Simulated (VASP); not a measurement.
# C (P6_122) in VASP: notebook

C is run at these levels: PBE; tasks: relaxation of cell and atoms.

Program: VASP 6.6.1. These are calculated values, not measurements. Logs are shortened: lines on timing, memory, paths and dates and some standing lists are left out, and cuts for length are marked.

**1. The cell of the first run**

Symmetry: P6_122, No. 178, hexagonal system. Conventional cell: a = 3.498 Å, b = 3.498 Å, c = 3.312 Å, α = 90.00°, β = 90.00°, γ = 120.00°. Within 2.0 Å of C (site symmetry 2) lie 4 C at 1.52 Å.

**2. Relaxation of cell and atoms, PBE**

File INCAR:

```
PREC = Accurate ; ENCUT = 600
EDIFF = 1E-6 ; ISMEAR = 0
SIGMA = 0.1 ; LREAL = False
LASPH = True ; NELM = 60
ALGO = Normal ; ISIF = 3
LWAVE = False ; LCHARG = False
GGA = PE ; IBRION = 2
NSW = 90 ; EDIFFG = -0.04
```

File KPOINTS:

```
Automatic mesh
0
Gamma
  6 6 6
```

File POSCAR:

```
C
1.0
    3.4984571700      0.0000000000      0.0000000000
   -1.7492285900      3.0297527800      0.0000000000
    0.0000000000      0.0000000000      3.3120840700
C
6
Direct
    0.2340405300      0.4680810500      0.2500000000
    0.5319189500      0.7659594700      0.5833333300
    0.2340405300      0.7659594700      0.9166666700
    0.7659594700      0.5319189500      0.7500000000
    0.4680810500      0.2340405300      0.0833333300
    0.7659594700      0.2340405300      0.4166666700
```

Potentials or basis: VASP PAW PBE potentials, release 64 (C).

Run with:

```console
$ cat potpaw_PBE.64/C/POTCAR > POTCAR
$ mpirun -np 1 vasp_std > vasp.out
```

OUTCAR:

```text
PREC = Accurate
   ENCUT = 600
   EDIFF = 1E-6
   ISMEAR = 0
   LREAL = False
   LASPH = True
   NELM = 60
   ISIF = 3
   GGA = PE
   IBRION = 2
   NSW = 90
   EDIFFG = -0.04

 ion  position               nearest neighbor table
   1  0.234  0.468  0.250-   2 1.52   3 1.52   5 1.52   6 1.52
   2  0.532  0.766  0.583-   1 1.52   3 1.52   4 1.52   6 1.52
   3  0.234  0.766  0.917-   1 1.52   2 1.52   5 1.52   4 1.52
   4  0.766  0.532  0.750-   5 1.52   6 1.52   2 1.52   3 1.52
   5  0.468  0.234  0.083-   4 1.52   6 1.52   1 1.52   3 1.52
   6  0.766  0.234  0.417-   4 1.52   5 1.52   2 1.52   1 1.52

  LATTYP: Found a hexagonal cell.
 ALAT       =     3.4984571700
 C/A-ratio  =     0.9467270597

  Lattice vectors:

 A1 = (   3.4984571700,   0.0000000000,   0.0000000000)
 A2 = (  -1.7492285900,   3.0297527800,   0.0000000000)
 A3 = (   0.0000000000,   0.0000000000,   3.3120840700)

Analysis of symmetry for initial positions (statically):
=====================================================================
 Subroutine PRICEL returns:
 Original cell was already a primitive cell.

 Routine SETGRP: Setting up the symmetry group for a
 hexagonal supercell.

 Subroutine GETGRP returns: Found 12 space group operations
 (whereof  2 operations were pure point group operations)
 out of a pool of 24 trial point group operations.

The static configuration has the point symmetry C_2 .
 The point group associated with its full space group is D_6 .

Analysis of symmetry for dynamics (positions and initial velocities):
=====================================================================
 Subroutine PRICEL returns:
 Original cell was already a primitive cell.

 Routine SETGRP: Setting up the symmetry group for a
 hexagonal supercell.

 Subroutine GETGRP returns: Found 12 space group operations
 (whereof  2 operations were pure point group operations)
 out of a pool of 24 trial point group operations.

The dynamic configuration has the point symmetry C_2 .
 The point group associated with its full space group is D_6 .

 Subroutine INISYM returns: Found 12 space group operations
 (whereof  2 operations are pure point group operations),
 and found     1 'primitive' translations

----------------------------------------------------------------------------------------

                                     Primitive cell

[... 103 lines left out ...]
   NFREE  =      1    steps in history (QN), initial steepest desc. (CG)
   ISIF   =      3    stress and relaxation
   ISYM   =      2    0-nonsym 1-usesym 2-fastsym
   POTIM  = 0.5000    time-step for ionic-motion
   TEBEG  =    0.0;   TEEND  =   0.0 temperature during run
   PSTRESS=    0.0 pullay stress
   NELECT =      24.0000    total number of electrons
   NUPDOWN=      -1.0000    fix difference up-down
   EMIN   =  10.00;   EMAX   =-10.00  energy-range for DOS
   EFERMI =   0.00;   METHOD = LEGACY
   ISMEAR =     0;   SIGMA  =   0.10  broadening in eV -4-tet -1-fermi 0-gaus
   EFERMI_NEDOS =   21; number of points for ismear=-14 and -15
   IALGO  =     38    algorithm
   IMIX   =      4    mixing-type and parameters
     AMIX     =   0.40;   BMIX     =  1.00
     AMIX_MAG =   1.60;   BMIX_MAG =  1.00
  volume/ion in A,a.u.               =       5.85        39.48
  Fermi-wavevector in a.u.,A,eV,Ry     =   1.442171  2.725309 28.298190  2.079858
  Thomas-Fermi vector in A             =   2.560721
   LORBIT       =      0    0 simple, 1 ext, 2 COOP (PROOUT), +10 PAW based schemes
   GGA     = PE    functional components
   LHFCALC =     F    Hartree Fock is set to
   AEXX    =    0.0000 exact exchange contribution
   IVDW    =     0    specifies the selected vdW correction
   LEPSILON=     F    determine dielectric tensor
   LRPA    =     F    only Hartree local field effects (RPA)
 conjugate gradient relaxation of ions
 non-spin polarized calculation
 Gauss-broadening in eV      SIGMA  =   0.10
  energy-cutoff  :      600.00
  volume of cell :       35.11
 maximum number of plane-waves:      1188
 NGX is ok and might be reduce to    28
   NGX = 13   NGY = 13   NGZ = 13

--------------------------------------- Ionic step        1  -------------------------------------------

 number of electron      23.9999999 magnetization

 Free energy of the ion-electron system (eV)
  ---------------------------------------------------
  ext. energy  EPLUGINS =         0.00000000
  ---------------------------------------------------
  free energy    TOTEN  =       -53.69833590 eV

  energy without entropy =      -53.69833590  energy(sigma->0) =      -53.69833590

------------------------ aborting loop because EDIFF is reached ----------------------------------------

  FORCE on cell =-STRESS in cart. coord.  units (eV):
  Direction    XX          YY          ZZ          XY          YZ          ZX
  --------------------------------------------------------------------------------------
  -------------------------------------------------------------------------------------
  Total        6.1020827      6.1020827      6.3209067     -0.0000000     -0.0000000     -0.0000000
  in kB      278.4861259    278.4861253    288.4727920     -0.0000005     -0.0000000     -0.0000000
  external PRESSURE =     281.8150144 kB  Pullay stress =       0.0000000 kB
[... 187 lines left out ...]
--------------------------------------- Ionic step        6  -------------------------------------------

 number of electron      23.9999997 magnetization

 Free energy of the ion-electron system (eV)
  ---------------------------------------------------
  ext. energy  EPLUGINS =         0.00000000
  ---------------------------------------------------
  free energy    TOTEN  =       -53.90191708 eV

  energy without entropy =      -53.90191708  energy(sigma->0) =      -53.90191708

 E-fermi :   7.0740     XC(G=0): -12.5462

 val. band max:        6.5823816833   @ k =   0.5000  -0.0000   0.5000
 cond. band min:      10.7477460311   @ k =   0.0000   0.0000   0.1667
 fundamental gap:      4.1653643478
 Fermi energy:         7.0740047236

 k-point     1 :       0.0000    0.0000    0.0000
  band No.  band energies     occupation
      1     -12.4326      2.00000
      2      -3.2474      2.00000
      3      -3.2474      2.00000
      4      -2.2421      2.00000
      5      -1.8313      2.00000
      6      -1.8313      2.00000
[... 433 lines left out ...]
      3      -4.8130      2.00000
      4      -4.8130      2.00000
      5      -0.8423      2.00000
      6      -0.8423      2.00000
[... 8 lines left out ...]
     15      16.3432      0.00000
     16      16.3432      0.00000

 [... further k-points ...]
[... 5 lines left out ...]
  --------------------------------------------------------------------------------------
  -------------------------------------------------------------------------------------
  Total       -0.0803894     -0.0803894      0.0018935      0.0000000      0.0000000     -0.0000000
  in kB       -3.4491084     -3.4491084      0.0812404      0.0000000      0.0000000     -0.0000000
  external PRESSURE =      -2.2723255 kB  Pullay stress =       0.0000000 kB
[... 21 lines left out ...]
  FREE ENERGIE OF THE ION-ELECTRON SYSTEM (eV)
  ---------------------------------------------------
  free  energy   TOTEN  =       -53.9019170827 eV

  energy  without entropy=      -53.9019170827  energy(sigma->0) =      -53.90191708

 reached required accuracy - stopping structural energy minimisation
```

CONTCAR:

```text
C
   1.00000000000000
     3.5733665412073430   -0.0000000001243127    0.0000000000000000
    -1.7866832758183904    3.0946261982982826    0.0000000000000000
     0.0000000000000000    0.0000000000000000    3.3768894551695903
  C
     6
Direct
     0.2325070071682465    0.4650140043356534    0.2500000000000000
     0.5349859956644025    0.7674929928317535    0.5833333300000021
     0.2325070071673518    0.7674929928325921    0.9166666699999979
     0.7674929928317535    0.5349859956643466    0.7500000000000000
     0.4650140043355975    0.2325070071682465    0.0833333300000021
     0.7674929928326480    0.2325070071674078    0.4166666699999979

  0.00000000E+00  0.00000000E+00  0.00000000E+00
  0.00000000E+00  0.00000000E+00  0.00000000E+00
  0.00000000E+00  0.00000000E+00  0.00000000E+00
  0.00000000E+00  0.00000000E+00  0.00000000E+00
  0.00000000E+00  0.00000000E+00  0.00000000E+00
  0.00000000E+00  0.00000000E+00  0.00000000E+00
```

It took 50 s on 1 thread of Intel Xeon 6975P-C, shared host; peak memory 0.15 GiB.

Results:

```
Free energy                            : -53.9019 eV
Relaxed volume                         : 6.22 Å³/atom
Relaxed cell                           : a = 3.573 Å, b = 3.573 Å, c = 3.377 Å, α = 90.00°, β = 90.00°, γ = 120.00°
Space group after relaxing (to 0.05 Å) : P6_122 (No. 178)
Energy gained by relaxing              : 33.9 meV/atom
Ionic steps                            : 6
Pressure after relaxing                : -0.2 GPa
Largest force after relaxing           : 0.013 eV/Å
Band gap on the k mesh                 : 4.17 eV, indirect (least direct gap 4.96 eV)
```

Forces on the atoms (eV/Å):
```
C    0.000  0.013  0.000
C   -0.011 -0.006  0.000
C    0.011 -0.006  0.000
C    0.000 -0.013  0.000
C    0.011  0.006  0.000
C   -0.011  0.006  0.000
```

The path:
```
step  energy change (eV)  largest force (eV/Å)  pressure (GPa)  volume (Å³)
   1              0.0000                0.6985           28.18        35.11
   2              0.2185                1.1524          -29.45        40.60
   3             -0.1990                0.2436            0.73        37.21
   4             -0.1991                0.2261            1.29        37.17
   5             -0.2001                0.1717           -1.49        37.50
   6             -0.2036                0.0130           -0.23        37.34
```

Final structure:
```
CELL_PARAMETERS angstrom
3.57337 0.00000 0.00000
-1.78668 3.09463 0.00000
0.00000 0.00000 3.37689
ATOMIC_POSITIONS crystal
C 0.23251 0.46501 0.25000
C 0.53499 0.76749 0.58333
C 0.23251 0.76749 0.91667
C 0.76749 0.53499 0.75000
C 0.46501 0.23251 0.08333
C 0.76749 0.23251 0.41667
```

A k mesh can miss the band edges. As with any semilocal functional, this PBE gap is likely too small.

**3. Relaxation of cell and atoms, PBE**

This run uses another cell than the first one, of 6.22 Å³/atom, 1.063 times its volume.

File INCAR:

```
SYSTEM = C
PREC = Accurate
ENCUT = 600
EDIFF = 1E-7
ISMEAR = 0
SIGMA = 0.02
LREAL = .False.
LASPH = .True.
NELM = 100
ALGO = Normal
ISIF = 3
LWAVE = .False.
LCHARG = .False.
GGA = PE
IBRION = 2
NSW = 100
EDIFFG = -0.01
```

File KPOINTS:

```
Automatic mesh
0
Gamma
  6 6 8
  0 0 0
```

File POSCAR:

```
C
1.0
    3.5715599029      0.0000000000      0.0000000000
   -1.7857799515      3.0930616071      0.0000000000
    0.0000000000      0.0000000000      3.3769583018
C
6
Direct
    0.2325951568      0.4651903135      0.2500000000
    0.5348096865      0.7674048432      0.5833333333
    0.2325951568      0.7674048432      0.9166666667
    0.7674048432      0.5348096865      0.7500000000
    0.4651903135      0.2325951568      0.0833333333
    0.7674048432      0.2325951568      0.4166666667
```

Potentials or basis: VASP PAW PBE potentials, release 64 (C).

Run with:

```console
$ cat potpaw_PBE.64/C/POTCAR > POTCAR
$ mpirun -np 1 vasp_std > vasp.out
```

Wall time 43 s (1 thread of Intel Xeon 6975P-C, shared host); peak memory 0.16 GiB.

Results (log left out):

- Free energy: -53.9101 eV
- Relaxed volume: 6.22 Å³/atom
- Relaxed cell: a = 3.572 Å, b = 3.572 Å, c = 3.377 Å, α = 90.00°, β = 90.00°, γ = 120.00°
- Space group after relaxing (to 0.05 Å): P6_122 (No. 178)
- Energy gained by relaxing: 0.0 meV/atom
- Ionic steps: 3
- Pressure after relaxing: 0.0 GPa
- Band gap on the k mesh: 4.28 eV, indirect (least direct gap 5.18 eV)

Final structure:
```
C
1.0
     3.57167    0.00000    0.00000
    -1.78583    3.09316    0.00000
     0.00000    0.00000    3.37720
C
6
Direct
  0.23256 0.46512 0.25000
  0.53488 0.76744 0.58333
  0.23256 0.76744 0.91667
  0.76744 0.53488 0.75000
  0.46512 0.23256 0.08333
  0.76744 0.23256 0.41667
```

Levels at points of the mesh, in eV from the valence-band top:
```csv
k point,band 10,band 11,band 12,band 13,band 14,band 15
"(0.00, 0.00, 0.00)",-2.44,-1.50,-1.50,5.53,5.53,6.36
"(0.50, 0.00, 0.00)",-1.92,-1.51,-0.39,6.33,7.03,8.64
"(0.00, 0.00, 0.50)",-3.99,-2.52,-2.52,5.81,5.81,7.56
"(0.50, 0.00, 0.50)",-0.45,0.00,0.00,9.43,9.43,10.28
```
